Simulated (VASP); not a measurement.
# TiClF (P-6m2) in VASP: further runs

The runs below take TiClF through single point, relaxation of cell and atoms, with PBE.

Program: VASP 6.6.1. These are calculated values, not measurements. Logs are shortened: lines on timing, memory, paths and dates and some standing lists are left out, and cuts for length are marked.

**1. The cell of the first run**

Symmetry: P-6m2, No. 187, hexagonal system. The conventional cell has a = 4.135 Å, b = 4.135 Å, c = 3.253 Å, α = 90.00°, β = 90.00°, γ = 120.00°. Within 3.3 Å of Ti (site symmetry -6m2) lie 3 Cl at 2.39 Å and 6 F at 2.89 Å and 2 Ti at 3.25 Å. Within 3.3 Å of Cl (site symmetry -6m2) lie 3 Ti at 2.39 Å and 6 F at 2.89 Å and 2 Cl at 3.25 Å. F (site symmetry -6m2) has 6 Ti at 2.89 Å and 6 Cl at 2.89 Å and 2 F at 3.25 Å within 3.8 Å.

The cell was generated, and may not be a known phase.

**2. Single point, PBE, collinear spin**

File INCAR:

```
PREC     = Accurate       # precision mode
ENCUT    = 520            # plane-wave cutoff, eV
EDIFF    = 1E-6           # SCF threshold, eV
ISMEAR   = 0              # smearing method
SIGMA    = 0.1            # smearing width, eV
LREAL    = F              # projectors in reciprocal space
LASPH    = T              # aspherical terms in the spheres
NELM     = 150            # most SCF steps
ALGO     = Normal         # electronic algorithm
ISIF     = 2              # what is computed and relaxed
LWAVE    = F              # write WAVECAR
LCHARG   = T              # write CHGCAR
ISPIN    = 2              # spin polarisation
MAGMOM   = 1 0 0          # initial moments
LORBIT   = 11             # projections on sites
LMAXMIX  = 4              # l up to which the mixer works
GGA      = PE             # functional
LELF     = T              # ELF
LVHAR    = T            
NBANDS   = 24             # bands
```

File KPOINTS:

```
Automatic mesh
0
Gamma
  6 6 6
```

File POSCAR:

```
TiClF
1.0
    4.1350310999     -0.0000000028      0.0000000000
   -2.0675155475      3.5810419793      0.0000000000
    0.0000000000      0.0000000000      3.2530378009
Ti Cl F
1 1 1
Direct
    0.3333333333      0.6666666667      0.5000000000
    0.0000000000      0.0000000000      0.5000000000
    0.6666666667      0.3333333333      0.0000000000
```

Potentials or basis: VASP PAW PBE potentials, release 64 (Ti_sv, Cl, F).

Run with:

```
$ cat potpaw_PBE.64/Ti_sv/POTCAR potpaw_PBE.64/Cl/POTCAR potpaw_PBE.64/F/POTCAR > POTCAR
$ mpirun -np 1 vasp_std > vasp.out
```

OUTCAR:

```text
PREC = Accurate
   ENCUT = 520
   EDIFF = 1E-6
   ISMEAR = 0
   LREAL = F
   LASPH = T
   NELM = 150
   ISIF = 2
   ISPIN = 2
   LORBIT = 11
   GGA = PE

 ion  position               nearest neighbor table
   1  0.333  0.667  0.500-   2 2.39   2 2.39   2 2.39
   2  0.000  0.000  0.500-   1 2.39   1 2.39   1 2.39
   3  0.667  0.333  0.000-

  LATTYP: Found a hexagonal cell.
 ALAT       =     4.1350310999
 C/A-ratio  =     0.7867021365

  Lattice vectors:

 A1 = (   4.1350310999,  -0.0000000028,   0.0000000000)
 A2 = (  -2.0675155475,   3.5810419793,   0.0000000000)
 A3 = (   0.0000000000,   0.0000000000,   3.2530378009)

Analysis of symmetry for initial positions (statically):
=====================================================================
 Subroutine PRICEL returns:
 Original cell was already a primitive cell.

 Routine SETGRP: Setting up the symmetry group for a
 hexagonal supercell.

 Subroutine GETGRP returns: Found 12 space group operations
 (whereof 12 operations were pure point group operations)
 out of a pool of 24 trial point group operations.

The static configuration has the point symmetry D_3h.

Analysis of symmetry for dynamics (positions and initial velocities):
=====================================================================
 Subroutine PRICEL returns:
 Original cell was already a primitive cell.

 Routine SETGRP: Setting up the symmetry group for a
 hexagonal supercell.

 Subroutine GETGRP returns: Found 12 space group operations
 (whereof 12 operations were pure point group operations)
 out of a pool of 24 trial point group operations.

The dynamic configuration has the point symmetry D_3h.

Analysis of structural, dynamic, and magnetic symmetry:
=====================================================================
 Subroutine PRICEL returns:
 Original cell was already a primitive cell.

 Routine SETGRP: Setting up the symmetry group for a
 hexagonal supercell.

 Subroutine GETGRP returns: Found 12 space group operations
 (whereof 12 operations were pure point group operations)
 out of a pool of 24 trial point group operations.

The overall configuration has the point symmetry D_3h.

 Subroutine INISYM returns: Found 12 space group operations
 (whereof 12 operations are pure point group operations),
 and found     1 'primitive' translations

----------------------------------------------------------------------------------------

                                     Primitive cell

  volume of cell :      48.1701

  direct lattice vectors                    reciprocal lattice vectors
     4.135031100 -0.000000003  0.000000000     0.241836150  0.139624166  0.000000000
    -2.067515548  3.581041979  0.000000000     0.000000000  0.279248332  0.000000000
     0.000000000  0.000000000  3.253037801     0.000000000  0.000000000  0.307404974

  length of vectors
     4.135031100  4.135031100  3.253037801     0.279248332  0.279248332  0.307404974

  position of ions in fractional coordinates (direct lattice)
     0.333333333  0.666666667  0.500000000
     0.000000000  0.000000000  0.500000000
     0.666666667  0.333333333  0.000000000

  ion indices of the primitive-cell ions
   primitive index   ion index
                 1           1
                 2           2
                 3           3

----------------------------------------------------------------------------------------

 KPOINTS: Automatic mesh

Automatic generation of k-mesh.
 Grid dimensions read from file:
 generate k-points for:    6    6    6

 Generating k-lattice:

  Cartesian coordinates                     Fractional coordinates (reciprocal lattice)
     0.040306025  0.023270694  0.000000000     0.166666667  0.000000000  0.000000000
     0.000000000  0.046541389  0.000000000     0.000000000  0.166666667  0.000000000
     0.000000000  0.000000000  0.051234162     0.000000000  0.000000000  0.166666667

  Length of vectors
     0.046541389  0.046541389  0.051234162

  Shift w.r.t. Gamma in fractional coordinates (k-lattice)
     0.000000000  0.000000000  0.000000000

 Subroutine IBZKPT returns following result:
 ===========================================

 Found     28 irreducible k-points:

 Following reciprocal coordinates:
            Coordinates               Weight
  0.000000  0.000000  0.000000      1.000000
  0.166667  0.000000  0.000000      6.000000
  0.333333 -0.000000  0.000000      6.000000
  0.500000 -0.000000  0.000000      3.000000
  0.166667  0.166667  0.000000      6.000000
  0.333333  0.166667  0.000000     12.000000
[... 16 lines left out ...]
  0.166667  0.000000  0.500000      6.000000
  0.333333 -0.000000  0.500000      6.000000
 [... further k-points ...]
   k-points           NKPTS =     28   k-points in BZ     NKDIM =     28   number of bands    NBANDS=     24
   number of dos      NEDOS =    301   number of ions     NIONS =      3
   total plane-waves  NPLWV =  24576
   dimension x,y,z NGX =    32 NGY =   32 NGZ =   24
   dimension x,y,z NGXF=    64 NGYF=   64 NGZF=   48
   ions per type =               1   1   1
   NGX,Y,Z   is equivalent  to a cutoff of  12.87, 12.87, 12.27 a.u.
   NGXF,Y,Z  is equivalent  to a cutoff of  25.73, 25.73, 24.53 a.u.
 SYSTEM =  unknown system
   PREC   = accura    normal or accurate (medium, high low for compatibility)
   ISTART =      0    job   : 0-new  1-cont  2-samecut
   ICHARG =      2    charge: 1-file 2-atom 10-const
   ISPIN  =      2    spin polarized calculation?
   LNONCOLLINEAR =      F non collinear calculations
   LSORBIT =      F    spin-orbit coupling
   LASPH  =      T    aspherical Exc in radial PAW
   ENCUT  =  520.0 eV  38.22 Ry    6.18 a.u.   7.69  7.69  6.05*2*pi/ulx,y,z
   NELM   =    150;   NELMIN=  2; NELMDL= -5     # of ELM steps
   EDIFF  = 0.1E-05   stopping-criterion for ELM
   LREAL  =      F    real-space projection
   EDIFFG = 0.1E-04   stopping-criterion for IOM
   NSW    =      0    number of steps for IOM
   IBRION =     -1    ionic relax: 0-MD 1-quasi-New 2-CG
   NFREE  =      0    steps in history (QN), initial steepest desc. (CG)
   ISIF   =      2    stress and relaxation
   ISYM   =      2    0-nonsym 1-usesym 2-fastsym
   POTIM  = 0.5000    time-step for ionic-motion
   TEBEG  =    0.0;   TEEND  =   0.0 temperature during run
   PSTRESS=    0.0 pullay stress
   NELECT =      26.0000    total number of electrons
   NUPDOWN=      -1.0000    fix difference up-down
   EMIN   =  10.00;   EMAX   =-10.00  energy-range for DOS
   EFERMI =   0.00;   METHOD = LEGACY
   ISMEAR =     0;   SIGMA  =   0.10  broadening in eV -4-tet -1-fermi 0-gaus
   EFERMI_NEDOS =   21; number of points for ismear=-14 and -15
   IALGO  =     38    algorithm
   IMIX   =      4    mixing-type and parameters
     AMIX     =   0.40;   BMIX     =  1.00
     AMIX_MAG =   1.60;   BMIX_MAG =  1.00
  volume/ion in A,a.u.               =      16.06       108.36
  Fermi-wavevector in a.u.,A,eV,Ry     =   1.332928  2.518870 24.173448  1.776698
  Thomas-Fermi vector in A             =   2.461826
   LORBIT       =     11    0 simple, 1 ext, 2 COOP (PROOUT), +10 PAW based schemes
   GGA     = PE    functional components
   LHFCALC =     F    Hartree Fock is set to
   AEXX    =    0.0000 exact exchange contribution
   IVDW    =     0    specifies the selected vdW correction
   LEPSILON=     F    determine dielectric tensor
   LRPA    =     F    only Hartree local field effects (RPA)
 spin polarized calculation
 Gauss-broadening in eV      SIGMA  =   0.10
  energy-cutoff  :      520.00
  volume of cell :       48.17
 maximum number of plane-waves:      1315
 NGX is ok and might be reduce to    32
   NGX = 15   NGY = 15   NGZ = 13

 number of electron      26.0000011 magnetization       0.9678004

 Free energy of the ion-electron system (eV)
  ---------------------------------------------------
  ext. energy  EPLUGINS =         0.00000000
  ---------------------------------------------------
  free energy    TOTEN  =       -15.36486727 eV

  energy without entropy =      -15.35343349  energy(sigma->0) =      -15.35915038

 E-fermi :   5.8696     XC(G=0): -10.2199

 val. band max:        5.8630178318   @ k =   0.3333   0.3333   0.5000
 cond. band min:       5.8848563374   @ k =   0.3333   0.3333   0.1667
 fundamental gap:      0.0218385057
 Fermi energy:         5.8696067268

 spin component 1

 k-point     1 :       0.0000    0.0000    0.0000
  band No.  band energies     occupation
      1     -52.5546      1.00000
      2     -28.9676      1.00000
      3     -28.9676      1.00000
      4     -28.4705      1.00000
      5     -16.9163      1.00000
      6     -11.7228      1.00000
[... 16 lines left out ...]
     23      18.5257      0.00000
     24      18.5257      0.00000

 k-point     2 :       0.1667    0.0000    0.0000
  band No.  band energies     occupation
      1     -52.5544      1.00000
      2     -28.9743      1.00000
      3     -28.9688      1.00000
      4     -28.4702      1.00000
      5     -16.8977      1.00000
      6     -11.7071      1.00000
[... 16 lines left out ...]
     23      18.5956      0.00000
     24      19.1434      0.00000

 k-point     3 :       0.3333   -0.0000    0.0000
  band No.  band energies     occupation
      1     -52.5539      1.00000
      2     -28.9877      1.00000
      3     -28.9713      1.00000
      4     -28.4695      1.00000
      5     -16.8620      1.00000
      6     -11.6702      1.00000
[... 16 lines left out ...]
     23      18.7324      0.00000
     24      18.8145      0.00000
[... 514 lines left out ...]
 k-point    23 :       0.1667    0.0000    0.5000
  band No.  band energies     occupation
      1     -52.5452      1.00000
      2     -28.9637      1.00000
      3     -28.9587      1.00000
      4     -28.5784      1.00000
      5     -16.7700      1.00000
      6     -11.4268      1.00000
[... 16 lines left out ...]
     23      15.4680      0.00000
     24      20.2943      0.00000

 k-point    24 :       0.3333   -0.0000    0.5000
  band No.  band energies     occupation
      1     -52.5448      1.00000
      2     -28.9761      1.00000
      3     -28.9611      1.00000
      4     -28.5770      1.00000
      5     -16.7637      1.00000
      6     -11.3073      1.00000
[... 16 lines left out ...]
     23      16.4341      0.00000
     24      19.6142      0.00000

 [... further k-points ...]

 spin component 2

 k-point     1 :       0.0000    0.0000    0.0000
  band No.  band energies     occupation
      1     -51.7599      1.00000
      2     -28.1687      1.00000
      3     -28.1687      1.00000
      4     -27.6808      1.00000
      5     -16.8575      1.00000
      6     -11.7191      1.00000
[... 16 lines left out ...]
     23      18.6332      0.00000
     24      18.6332      0.00000

 k-point     2 :       0.1667    0.0000    0.0000
  band No.  band energies     occupation
      1     -51.7597      1.00000
      2     -28.1761      1.00000
      3     -28.1700      1.00000
      4     -27.6805      1.00000
      5     -16.8388      1.00000
      6     -11.7037      1.00000
[... 16 lines left out ...]
     23      18.7121      0.00000
     24      19.3320      0.00000

 k-point     3 :       0.3333   -0.0000    0.0000
  band No.  band energies     occupation
      1     -51.7591      1.00000
      2     -28.1908      1.00000
      3     -28.1727      1.00000
      4     -27.6798      1.00000
      5     -16.8030      1.00000
      6     -11.6675      1.00000
[... 16 lines left out ...]
     23      18.8667      0.00000
     24      19.0392      0.00000
[... 514 lines left out ...]
 k-point    23 :       0.1667    0.0000    0.5000
  band No.  band energies     occupation
      1     -51.7503      1.00000
      2     -28.1653      1.00000
      3     -28.1598      1.00000
      4     -27.7929      1.00000
      5     -16.7109      1.00000
      6     -11.4249      1.00000
[... 16 lines left out ...]
     23      15.6673      0.00000
     24      20.5524      0.00000

 k-point    24 :       0.3333   -0.0000    0.5000
  band No.  band energies     occupation
      1     -51.7498      1.00000
      2     -28.1788      1.00000
      3     -28.1623      1.00000
      4     -27.7913      1.00000
      5     -16.7048      1.00000
      6     -11.3068      1.00000
[... 16 lines left out ...]
     23      16.6125      0.00000
     24      19.8228      0.00000

 [... further k-points ...]
[... 5 lines left out ...]
  --------------------------------------------------------------------------------------
  -------------------------------------------------------------------------------------
  Total       -0.0633557     -0.0633557     -1.7968188     -0.0000000      0.0000000      0.0000000
  in kB       -2.1072641     -2.1072641    -59.7637129     -0.0000000      0.0000000      0.0000000
  external PRESSURE =     -21.3260804 kB  Pullay stress =       0.0000000 kB

 VOLUME and BASIS-vectors are now :
 -----------------------------------------------------------------------------
  energy-cutoff  :      520.00
  volume of cell :       48.17
      direct lattice vectors                 reciprocal lattice vectors
     4.135031100 -0.000000003  0.000000000     0.241836150  0.139624166  0.000000000
    -2.067515548  3.581041979  0.000000000     0.000000000  0.279248332  0.000000000
     0.000000000  0.000000000  3.253037801     0.000000000  0.000000000  0.307404974

 POSITION                                       TOTAL-FORCE (eV/Angst)
 -----------------------------------------------------------------------------------
      0.00000      2.38736      1.62652         0.000000     -0.000000      0.000000
      0.00000      0.00000      1.62652        -0.000000      0.000000      0.000000
      2.06752      1.19368      0.00000        -0.000000      0.000000      0.000000
 -----------------------------------------------------------------------------------
    total drift:                               -0.000001      0.000001     -0.000000

  FREE ENERGIE OF THE ION-ELECTRON SYSTEM (eV)
  ---------------------------------------------------
  free  energy   TOTEN  =       -15.3648672652 eV

  energy  without entropy=      -15.3534334914  energy(sigma->0) =      -15.35915038

 total charge

# of ion       s       p       d       tot
------------------------------------------
    1        2.130   6.042   1.889  10.062
    2        1.601   3.583   0.000   5.184
    3        1.745   4.279   0.000   6.023
--------------------------------------------------
tot          5.476  13.904   1.889  21.269

 magnetization (x)

# of ion       s       p       d       tot
------------------------------------------
    1        0.008   0.006   0.765   0.780
    2       -0.001  -0.032   0.000  -0.034
    3        0.003   0.028   0.000   0.031
--------------------------------------------------
tot          0.010   0.001   0.765   0.777
```

Wall time 32 s (1 thread of Intel Xeon 6975P-C (Granite Rapids), shared host); peak memory 0.2 GiB.

What came out:

* Free energy: -15.3649 eV
* Pressure: -2.1 GPa
* Net moment: 0.97 μB per cell
* Site moments: Ti +0.78; Cl -0.03; F +0.03 μB
* Valence electrons inside the program's atomic spheres: Ti 10.06; Cl 5.18; F 6.02

Caveat: the stress differs along the axes, from -6 to -0 GPa; semilocal functionals often make such compounds metallic where correlation or magnetic order opens a gap, which also shifts bond lengths.

[end of part 1 of 3]
